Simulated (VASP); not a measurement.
# CrCd3S4 (a cell with a defect) in VASP: single point with PBE

Aim: the single point of CrCd3S4 (a cell with a defect) with PBE.

Everything below comes from runs of VASP 6.6.1. Logs are shortened: lines on timing, memory, paths and dates and some standing lists are left out, and cuts for length are marked.

### Step 1. The cell of the first run

The cell holds a defect, 8 atoms: a = 5.810 Å, b = 5.810 Å, c = 5.810 Å, α = 90.00°, β = 90.00°, γ = 90.00°.

### Step 2. Single point, PBE

Input file INCAR:

```
SYSTEM = CrCd3S4
  ALGO = Normal
  EDIFF = 1E-6
  ENCUT = 520
  GGA = PE
  ISIF = 2
  ISMEAR = 0
  LASPH = .True.
  LCHARG = .False.
  LREAL = .False.
  LWAVE = .False.
  NBANDS = 46
  NELM = 60
  PREC = Accurate
  SIGMA = 0.01
```

Input file KPOINTS:

```
k-points
0
Gamma
  3 3 3
  0 0 0
```

Input file POSCAR:

```
CrCd3S4
1.0
    5.8100000000      0.0000000000      0.0000000000
    0.0000000000      5.8100000000      0.0000000000
    0.0000000000      0.0000000000      5.8100000000
Cr S Cd
1 4 3
Direct
    0.9980368900      0.0065286900      0.0097648700
    0.2633747200      0.2478537400      0.2598569200
    0.2518729900      0.7390465200      0.7580656900
    0.7547382300      0.2595006400      0.7563521900
    0.7369558100      0.7482439800      0.2541840900
    0.0000249800      0.5074379500      0.4961157200
    0.4953755400      0.9921892200      0.5102339400
    0.5001506400      0.4928554600      0.9930396900
```

Potentials or basis: VASP PAW PBE potentials, release 64 (Cr_pv, S, Cd).

Launch:

```console
$ cat potpaw_PBE.64/Cr_pv/POTCAR potpaw_PBE.64/S/POTCAR potpaw_PBE.64/Cd/POTCAR > POTCAR
$ mpirun -np 1 vasp_std > vasp.out
```

OUTCAR:

```text
SYSTEM = CrCd3S4
   EDIFF = 1E-6
   ENCUT = 520
   GGA = PE
   ISIF = 2
   ISMEAR = 0
   LASPH = .True.
   LREAL = .False.
   NELM = 60
   PREC = Accurate

 ion  position               nearest neighbor table
   1  0.998  0.007  0.010-   4 2.52   2 2.54   5 2.56   3 2.59
   2  0.263  0.248  0.260-   7 2.48   8 2.51   1 2.54   6 2.55
   3  0.252  0.739  0.758-   8 2.45   7 2.50   6 2.50   1 2.59
   4  0.755  0.260  0.756-   8 2.43   1 2.52   6 2.53   7 2.59
   5  0.737  0.748  0.254-   7 2.49   6 2.50   8 2.53   1 2.56
   6  0.000  0.507  0.496-   3 2.50   5 2.50   4 2.53   2 2.55
   7  0.495  0.992  0.510-   2 2.48   5 2.49   3 2.50   4 2.59
   8  0.500  0.493  0.993-   4 2.43   3 2.45   2 2.51   5 2.53

  LATTYP: Found a simple cubic cell.
 ALAT       =     5.8100000000

  Lattice vectors:

 A1 = (   5.8100000000,   0.0000000000,   0.0000000000)
 A2 = (   0.0000000000,   5.8100000000,   0.0000000000)
 A3 = (   0.0000000000,   0.0000000000,   5.8100000000)

Analysis of symmetry for initial positions (statically):
=====================================================================
 Subroutine PRICEL returns:
 Original cell was already a primitive cell.

 Routine SETGRP: Setting up the symmetry group for a
 simple cubic supercell.

 Subroutine GETGRP returns: Found  1 space group operations
 (whereof  1 operations were pure point group operations)
 out of a pool of 48 trial point group operations.

The static configuration has the point symmetry C_1 .

Analysis of symmetry for dynamics (positions and initial velocities):
=====================================================================
 Subroutine PRICEL returns:
 Original cell was already a primitive cell.

 Routine SETGRP: Setting up the symmetry group for a
 simple cubic supercell.

 Subroutine GETGRP returns: Found  1 space group operations
 (whereof  1 operations were pure point group operations)
 out of a pool of 48 trial point group operations.

The dynamic configuration has the point symmetry C_1 .

 Subroutine INISYM returns: Found  1 space group operations
 (whereof  1 operations are pure point group operations),
 and found     1 'primitive' translations

----------------------------------------------------------------------------------------

                                     Primitive cell

  volume of cell :     196.1229

  direct lattice vectors                    reciprocal lattice vectors
     5.810000000  0.000000000  0.000000000     0.172117040  0.000000000  0.000000000
     0.000000000  5.810000000  0.000000000     0.000000000  0.172117040  0.000000000
     0.000000000  0.000000000  5.810000000     0.000000000  0.000000000  0.172117040

  length of vectors
     5.810000000  5.810000000  5.810000000     0.172117040  0.172117040  0.172117040

  position of ions in fractional coordinates (direct lattice)
     0.998036890  0.006528690  0.009764870
     0.263374720  0.247853740  0.259856920
     0.251872990  0.739046520  0.758065690
     0.754738230  0.259500640  0.756352190
     0.736955810  0.748243980  0.254184090
     0.000024980  0.507437950  0.496115720
     0.495375540  0.992189220  0.510233940
     0.500150640  0.492855460  0.993039690

  ion indices of the primitive-cell ions
   primitive index   ion index
                 1           1
                 2           2
                 3           3
                 4           4
                 5           5
                 6           6
                 7           7
                 8           8

----------------------------------------------------------------------------------------

 KPOINTS: k-points

Automatic generation of k-mesh.
 Grid dimensions read from file:
 generate k-points for:    3    3    3

 Generating k-lattice:

  Cartesian coordinates                     Fractional coordinates (reciprocal lattice)
     0.057372347  0.000000000  0.000000000     0.333333333  0.000000000  0.000000000
     0.000000000  0.057372347  0.000000000     0.000000000  0.333333333  0.000000000
     0.000000000  0.000000000  0.057372347     0.000000000  0.000000000  0.333333333

  Length of vectors
     0.057372347  0.057372347  0.057372347

  Shift w.r.t. Gamma in fractional coordinates (k-lattice)
     0.000000000  0.000000000  0.000000000

 Subroutine IBZKPT returns following result:
 ===========================================

 Found     14 irreducible k-points:

 Following reciprocal coordinates:
            Coordinates               Weight
  0.000000  0.000000  0.000000      1.000000
  0.333333  0.000000  0.000000      2.000000
  0.000000  0.333333  0.000000      2.000000
  0.000000  0.000000  0.333333      2.000000
  0.333333  0.333333  0.000000      2.000000
  0.000000  0.333333  0.333333      2.000000
  0.333333  0.000000  0.333333      2.000000
 -0.333333  0.333333  0.000000      2.000000
 -0.333333  0.000000  0.333333      2.000000
  0.000000 -0.333333  0.333333      2.000000
  0.333333  0.333333  0.333333      2.000000
 -0.333333  0.333333  0.333333      2.000000
 -0.333333 -0.333333  0.333333      2.000000
  0.333333 -0.333333  0.333333      2.000000
   k-points           NKPTS =     14   k-points in BZ     NKDIM =     14   number of bands    NBANDS=     46
   number of dos      NEDOS =    301   number of ions     NIONS =      8
   total plane-waves  NPLWV = 110592
   dimension x,y,z NGX =    48 NGY =   48 NGZ =   48
   dimension x,y,z NGXF=    96 NGYF=   96 NGZF=   96
   ions per type =               1   4   3
   NGX,Y,Z   is equivalent  to a cutoff of  13.73, 13.73, 13.73 a.u.
   NGXF,Y,Z  is equivalent  to a cutoff of  27.47, 27.47, 27.47 a.u.
 SYSTEM =  CrCd3S4
   PREC   = accura    normal or accurate (medium, high low for compatibility)
   ISTART =      0    job   : 0-new  1-cont  2-samecut
   ICHARG =      2    charge: 1-file 2-atom 10-const
   ISPIN  =      1    spin polarized calculation?
   LNONCOLLINEAR =      F non collinear calculations
   LSORBIT =      F    spin-orbit coupling
   LASPH  =      T    aspherical Exc in radial PAW
   ENCUT  =  520.0 eV  38.22 Ry    6.18 a.u.  10.80 10.80 10.80*2*pi/ulx,y,z
   NELM   =     60;   NELMIN=  2; NELMDL= -5     # of ELM steps
   EDIFF  = 0.1E-05   stopping-criterion for ELM
   LREAL  =      F    real-space projection
   EDIFFG = 0.1E-04   stopping-criterion for IOM
   NSW    =      0    number of steps for IOM
   IBRION =     -1    ionic relax: 0-MD 1-quasi-New 2-CG
   NFREE  =      0    steps in history (QN), initial steepest desc. (CG)
   ISIF   =      2    stress and relaxation
   ISYM   =      2    0-nonsym 1-usesym 2-fastsym
   POTIM  = 0.5000    time-step for ionic-motion
   TEBEG  =    0.0;   TEEND  =   0.0 temperature during run
   PSTRESS=    0.0 pullay stress
   NELECT =      72.0000    total number of electrons
   NUPDOWN=      -1.0000    fix difference up-down
   EMIN   =  10.00;   EMAX   =-10.00  energy-range for DOS
   EFERMI =   0.00;   METHOD = LEGACY
   ISMEAR =     0;   SIGMA  =   0.01  broadening in eV -4-tet -1-fermi 0-gaus
   EFERMI_NEDOS =   21; number of points for ismear=-14 and -15
   IALGO  =     38    algorithm
   IMIX   =      4    mixing-type and parameters
     AMIX     =   0.40;   BMIX     =  1.00
     AMIX_MAG =   1.60;   BMIX_MAG =  1.00
  volume/ion in A,a.u.               =      24.52       165.44
  Fermi-wavevector in a.u.,A,eV,Ry     =   1.172221  2.215177 18.695797  1.374102
  Thomas-Fermi vector in A             =   2.308653
   LORBIT       =      0    0 simple, 1 ext, 2 COOP (PROOUT), +10 PAW based schemes
   GGA     = PE    functional components
   LHFCALC =     F    Hartree Fock is set to
   AEXX    =    0.0000 exact exchange contribution
   IVDW    =     0    specifies the selected vdW correction
   LEPSILON=     F    determine dielectric tensor
   LRPA    =     F    only Hartree local field effects (RPA)
 non-spin polarized calculation
 Gauss-broadening in eV      SIGMA  =   0.01
  energy-cutoff  :      520.00
  volume of cell :      196.12
 maximum number of plane-waves:      5315
 NGX is ok and might be reduce to    48
   NGX = 21   NGY = 21   NGZ = 21

 number of electron      71.9999998 magnetization

 Free energy of the ion-electron system (eV)
  ---------------------------------------------------
  ext. energy  EPLUGINS =         0.00000000
  ---------------------------------------------------
  free energy    TOTEN  =       -29.68862120 eV

  energy without entropy =      -29.68766503  energy(sigma->0) =      -29.68814311

 E-fermi :   3.1567     XC(G=0):  -9.1281

 val. band max:        3.1506563779   @ k =   0.0000   0.0000   0.0000
 cond. band min:       3.3729317282   @ k =   0.0000  -0.3333   0.3333
 fundamental gap:      0.2222753503
 Fermi energy:         3.1566818842

 k-point     1 :       0.0000    0.0000    0.0000
  band No.  band energies     occupation
      1     -39.8860      2.00000
      2     -39.8724      2.00000
      3     -39.8322      2.00000
      4     -10.7411      2.00000
      5     -10.1994      2.00000
      6     -10.1413      2.00000
[... 38 lines left out ...]
     45       6.5753      0.00000
     46       7.0929      0.00000

 k-point     2 :       0.3333    0.0000    0.0000
  band No.  band energies     occupation
      1     -39.8860      2.00000
      2     -39.8724      2.00000
      3     -39.8322      2.00000
      4     -10.5993      2.00000
      5     -10.3060      2.00000
      6     -10.1644      2.00000
[... 38 lines left out ...]
     45       7.1161      0.00000
     46       7.3486      0.00000

 k-point     3 :       0.0000    0.3333    0.0000
  band No.  band energies     occupation
      1     -39.8860      2.00000
      2     -39.8724      2.00000
      3     -39.8322      2.00000
      4     -10.5994      2.00000
      5     -10.3051      2.00000
      6     -10.1692      2.00000
[... 528 lines left out ...]
     45       7.8866      0.00000
     46       8.1816      0.00000

 k-point    14 :       0.3333   -0.3333    0.3333
  band No.  band energies     occupation
      1     -39.8860      2.00000
      2     -39.8724      2.00000
      3     -39.8322      2.00000
      4     -10.4163      2.00000
      5     -10.2995      2.00000
      6     -10.2439      2.00000
[... 38 lines left out ...]
     45       7.9499      0.00000
     46       8.2473      0.00000

------------------------ aborting loop because EDIFF is reached ----------------------------------------

  FORCE on cell =-STRESS in cart. coord.  units (eV):
  Direction    XX          YY          ZZ          XY          YZ          ZX
  --------------------------------------------------------------------------------------
  -------------------------------------------------------------------------------------
  Total       -0.0214227     -0.0216415      0.2511915     -1.0869039     -0.3181932     -0.2820197
  in kB       -0.1750072     -0.1767945      2.0520459     -8.8791897     -2.5993999     -2.3038891
  external PRESSURE =       0.5667481 kB  Pullay stress =       0.0000000 kB

 VOLUME and BASIS-vectors are now :
 -----------------------------------------------------------------------------
  energy-cutoff  :      520.00
  volume of cell :      196.12
      direct lattice vectors                 reciprocal lattice vectors
     5.810000000  0.000000000  0.000000000     0.172117040  0.000000000  0.000000000
     0.000000000  5.810000000  0.000000000     0.000000000  0.172117040  0.000000000
     0.000000000  0.000000000  5.810000000     0.000000000  0.000000000  0.172117040

 POSITION                                       TOTAL-FORCE (eV/Angst)
 -----------------------------------------------------------------------------------
      5.79859      0.03793      0.05673         0.070134     -0.140423     -0.006592
      1.53021      1.44003      1.50977        -1.395297     -0.717960     -0.985436
      1.46338      4.29386      4.40436        -1.240882      1.373816      0.820155
      4.38503      1.50770      4.39441         1.087509     -1.523688      0.534859
      4.28171      4.34730      1.47681         1.221484      0.965198     -1.007297
      0.00015      2.94821      2.88243         0.038451     -0.155762     -0.121222
      2.87813      5.76462      2.96446         0.235599      0.163554      0.302043
      2.90588      2.86349      5.76956        -0.016999      0.035264      0.463490
 -----------------------------------------------------------------------------------
    total drift:                               -0.000458     -0.000066     -0.000249

  FREE ENERGIE OF THE ION-ELECTRON SYSTEM (eV)
  ---------------------------------------------------
  free  energy   TOTEN  =       -29.6886211974 eV

  energy  without entropy=      -29.6876650268  energy(sigma->0) =      -29.68814311
```

It took 3.2 min on 1 thread of Oxide Virtual Turin-like, shared host; peak memory 0.35 GiB.

What came out:

```yaml
Free_energy: -29.6886 eV
Pressure: 0.1 GPa
Largest_force: 2.025 eV/Å
```

Forces in eV/Å, atoms in the order of the input:
```
Cr   0.070 -0.140 -0.007
S   -1.395 -0.718 -0.985
S   -1.241  1.374  0.820
S    1.088 -1.524  0.535
S    1.221  0.965 -1.007
Cd   0.038 -0.156 -0.121
Cd   0.236  0.164  0.302
Cd  -0.017  0.035  0.463
```

Stress tensor (GPa, compression positive):
```
-0.02 -0.89 -0.23
-0.89 -0.02 -0.26
-0.23 -0.26  0.21
```

Caveat: the k points lie up to 0.36 Å⁻¹ apart; the run has no spin polarisation, though such a crystal can be magnetic.
